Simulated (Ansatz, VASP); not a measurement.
## Two plane-wave programs on Fe

File INCAR:

```
SYSTEM = Fe
PREC = Accurate
ENCUT = 520
EDIFF = 1E-6
ISMEAR = -1
SIGMA = 0.05
LREAL = .FALSE.
LASPH = .TRUE.
NELM = 80
ALGO = Normal
ISIF = 2
LWAVE = .FALSE.
LCHARG = .TRUE.
GGA = PE
LELF = .TRUE.
LVHAR = .TRUE.
NBANDS = 10
```

KPOINTS

```
Automatic mesh
0
G
  13 13 13
  0 0 0
```

The input POSCAR:

```
Fe
1.0
    0.0000000000      1.7975000000      1.7975000000
    1.7975000000      0.0000000000      1.7975000000
    1.7975000000      1.7975000000      0.0000000000
Fe
1
Direct
    0.0000000000      0.0000000000      0.0000000000
```

Input for Ansatz:

```yaml
crystal:
  lattice:
    - [0.0, 1.7975, 1.7975]
    - [1.7975, 0.0, 1.7975]
    - [1.7975, 1.7975, 0.0]
  atoms:
    - { symbol: Fe, position: [0.0, 0.0, 0.0] }
hamiltonian:
  xc: pbe
  pseudopotentials: { kind: paw }
basis:
  ecutwfc: 420
kpoints:
  mp_grid: { grid: [13, 13, 13] }
scf:
  occupations: { method: fermi_dirac, width: 0.05 }
  lower_state_search: "off"
output:
  forces: true
  stress: true
  write_density: true
  write_potential: true
  elf: true
  volumetric_format: npy
```

Alike in both runs: task single point; functional PBE; k mesh 13 × 13 × 13; occupations fermi-dirac, width 0.05 eV; no spin polarisation.

|  | VASP | Ansatz |
| --- | --- | --- |
| version | VASP 6.6.1 | Ansatz 0.2.0 |
| potentials or method | VASP PAW PBE potentials, release 64 (Fe), cutoff 520 eV | PAW, plane waves, scalar-relativistic |
| valence electrons in the cell | 8 | 16 |

```csv
,VASP,Ansatz,Ansatz less VASP
pressure (GPa),-26.6,-26.6,0.00
```

With one functional, cell and mesh, what is left measures potentials, basis and numerics. VASP's potentials hold 8 valence electrons a cell and Ansatz's 16, so a difference there can come from the potentials and not from the codes.
